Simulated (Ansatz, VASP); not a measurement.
**Al: VASP beside Ansatz**

```
Al
1.0
     0.00000    2.01946    2.01946
     2.01946    0.00000    2.01946
     2.01946    2.01946    0.00000
Al
1
Cartesian
  0.0000 0.0000 0.0000
```

Alike in both runs: task relaxation of cell and atoms; functional PBE; k mesh 18 × 18 × 18; occupations gaussian, width 0.1 eV; no spin polarisation.

|  | VASP | Ansatz |
| --- | --- | --- |
| version | VASP 6.6.1 | Ansatz 0.2.0 |
| potentials or method | VASP PAW PBE potentials, release 64 (Al), cutoff 600 eV | scalar-relativistic, plane waves, PAW |
| valence electrons in the cell | 3 | 3 |

|  | VASP | Ansatz | Ansatz less VASP |
| --- | --- | --- | --- |
| gap on the k mesh at the Fermi level, each at its own relaxed structure (eV) | none | none | - |
| relaxed volume (Å³/atom) | 16.50 | 16.50 | +0.008 |
| relaxed length of the cell vector where the two differ most in proportion (Å) | 2.857 | 2.858 | +0.0005 |

A gap of «none» marks a metal or a gap that the smearing closes.
